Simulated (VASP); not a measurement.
Here is a VASP 6.6.1 calculation.

The input INCAR:

```
SYSTEM = AgW
PREC = Accurate
ENCUT = 520
EDIFF = 1E-6
ISMEAR = 0
SIGMA = 0.1
LREAL = .False.
LASPH = .True.
NELM = 80
ALGO = Normal
ISIF = 2
LWAVE = .False.
LCHARG = .False.
GGA = PE
NBANDS = 33
```

Contents of KPOINTS:

```
regular mesh
0
Gamma
  6 6 6
  0 0 0
```

File POSCAR:

```
AgW
1.0
    0.0000000000      3.2306340837      3.2306340837
    3.2306340837      0.0000000000      3.2306340837
    3.2306340837      3.2306340837      0.0000000000
Ag W
2 2
Direct
    0.0000000000      0.0000000000      0.0000000000
    0.2500000000      0.2500000000      0.2500000000
    0.5000000000      0.5000000000      0.5000000000
    0.7500000000      0.7500000000      0.7500000000
```

Potentials or basis: VASP PAW PBE potentials, release 64 (Ag, W_sv).

The run is started by

```console
$ cat potpaw_PBE.64/Ag/POTCAR potpaw_PBE.64/W_sv/POTCAR > POTCAR
$ mpirun -np 1 vasp_std > vasp.out
```

(1) Predict the pressure.

(2) What does it give for the band gap on the k mesh?

## Answers

(1) 0.1 GPa.

(2) zero (bands 25 and 26 overlap by 1.31 eV).

Caveat: spin-orbit coupling is left out, which moves the levels of the heavy elements.
